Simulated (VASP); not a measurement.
Runs of VASP 6.6.1 on BaTiO3. The structure is that of space group P4mm (No. 99), or close to it. The cells are those of the table. 

| level | spin | cell | k mesh | smearing | grid for exact exchange (PRECFOCK) | screening parameter | gap on the mesh (eV) | pressure (GPa) | largest force (eV/Å) |
| --- | --- | --- | --- | --- | --- | --- | --- | --- | --- |
| r2SCAN | off | a = 3.932, b = 3.932, c = 4.179 Å, 5 atoms | 6 × 6 × 6 | gaussian 0.01 eV | - | - | 2.24 | 3.9 | 0.17 |
| PBE | off | a = 3.853, b = 3.853, c = 4.371 Å, 5 atoms | 6 × 6 × 6 | fermi-dirac 0.02 eV | - | - | 1.89 | 10.1 | 0.24 |
| r2SCAN | off | a = 3.853, b = 3.853, c = 4.371 Å, 5 atoms | 6 × 6 × 6 | gaussian 0.01 eV | - | - | 2.31 | 7.3 | 0.17 |
| r2SCAN | off | a = 3.893, b = 3.893, c = 4.259 Å, 5 atoms | 6 × 6 × 6 | gaussian 0.01 eV | - | - | 2.28 | (c) | 0.17 |
| r2SCAN | non-collinear, zero start, SOC | a = 3.853, b = 3.853, c = 4.371 Å, 5 atoms | 6 × 6 × 6 | gaussian 0.01 eV | - | - | - | 7.3 | 0.17 |
| PBE | off | a = 3.813, b = 3.813, c = 4.533 Å, 5 atoms | 6 × 6 × 6 | fermi-dirac 0.02 eV | - | - | 1.91 | 10.6 | 0.26 |
| r2SCAN | off | a = 3.972, b = 3.972, c = 4.113 Å, 5 atoms | 6 × 6 × 6 | gaussian 0.01 eV | - | - | 2.21 | 1.9 | 0.17 |
| PBE | off | a = 4.012, b = 4.012, c = 4.058 Å, 5 atoms | 6 × 6 × 6 | fermi-dirac 0.02 eV | - | - | 1.78 | 3.1 | (b) |
| HSE06 | off | a = 3.893, b = 3.893, c = 4.259 Å, 5 atoms | 4 × 4 × 4 | gaussian 0.01 eV | Fast | 0.2079 1/Å | 3.34 | 3.4 | 0.26 |
| PBE | off | a = 3.932, b = 3.932, c = 4.179 Å, 5 atoms | 6 × 6 × 6 | fermi-dirac 0.02 eV | - | - | 1.84 | (d) | 0.21 |
| PBE | off | a = 3.893, b = 3.893, c = 4.259 Å, 5 atoms | 6 × 6 × 6 | fermi-dirac 0.02 eV | - | - | (a) | 8.7 | 0.23 |

Alike in all rows: task single point; potentials or basis VASP PAW PBE potentials, release 64 (Ba_sv, Ti_sv, O); cutoff (eV) 520.

Fill in the values left out.

(a) 1.86; (b) 0.19; (c) 5.8; (d) 6.8.

Caveats: spin-orbit coupling is left out, which moves the levels of the heavy elements (some runs); the PAW data sets were made with another functional, which shifts forces and pressure a little (some runs).

A k mesh can miss the band edges, and rows without SOC leave out spin-orbit coupling on Ba.
